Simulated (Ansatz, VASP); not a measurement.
**SnO2 in VASP and in Ansatz**

File INCAR:

```
PREC = Accurate ; ENCUT = 520
EDIFF = 1E-7 ; ISMEAR = 0
SIGMA = 0.05 ; LREAL = False
LASPH = True ; NELM = 60
ALGO = Normal ; ISIF = 2
LWAVE = False ; LCHARG = False
NBANDS = 35
```

The input KPOINTS:

```
Automatic mesh
0
Gamma
  6 6 8
```

The input POSCAR:

```
SnO2
1.0
    4.5684689812      0.0000000000      0.0000000000
    0.0000000000      4.5689536805      0.0000000000
    0.0000000000      0.0000000000      3.0863613216
Sn O
2 4
Direct
    0.5000000000      0.5000000000      0.5000000000
    0.0000000000      0.0000000000      0.0000000000
    0.3059920358      0.3407603117      0.0000000000
    0.8059920358      0.1592396883      0.5000000000
    0.1940079642      0.8407603117      0.5000000000
    0.6940079642      0.6592396883      0.0000000000
```

Input for Ansatz:

```yaml
crystal:
  lattice:
    - [4.5684689812, 0.0, 0.0]
    - [0.0, 4.5689536805, 0.0]
    - [0.0, 0.0, 3.0863613216]
  atoms:
    - { symbol: Sn, position: [0.5, 0.5, 0.5] }
    - { symbol: Sn, position: [0.0, 0.0, 0.0] }
    - { symbol: O, position: [0.3059920358, 0.3407603117, 0.0] }
    - { symbol: O, position: [0.8059920358, 0.1592396883, 0.5] }
    - { symbol: O, position: [0.1940079642, 0.8407603117, 0.5] }
    - { symbol: O, position: [0.6940079642, 0.6592396883, 0.0] }
basis:
  ecutwfc: 520.0
kpoints:
  mp_grid: { grid: [6, 6, 8] }
hamiltonian:
  xc: lda
  pseudopotentials: { kind: paw, azcp: { folder: soft_1 } }
scf:
  occupations: { method: gaussian, width: 0.05 }
output:
  forces: true
  stress: true
  eigenvalues: true
```

Alike in both runs: task single point; functional LDA; k mesh 6 × 6 × 8; occupations gaussian, width 0.05 eV; no spin polarisation.

|  | VASP | Ansatz |
| --- | --- | --- |
| version | VASP 6.6.1 | Ansatz 0.2.0 |
| potentials or method | VASP PAW LDA potentials, release 64 (Sn_d, O), cutoff 520 eV | scalar-relativistic, plane waves, PAW |
| valence electrons in the cell | 52 | 52 |

|  | VASP | Ansatz | Ansatz less VASP |
| --- | --- | --- | --- |
| gap on the k mesh at the Fermi level (eV) | 2.71 | 2.68 | -0.029 |
| least direct gap on the mesh (eV) | 2.71 | 2.68 | -0.029 |
| rms of the force components (eV/Å) | 2.000 | 1.944 | -0.0561 |

Ansatz warns that its potentials were made for another functional, while VASP's fit it. LDA's correlation is that of Perdew and Zunger in VASP and of Perdew and Wang (1992) in Ansatz. Atom by atom the forces differ by 0.056 eV/Å (rms over components).
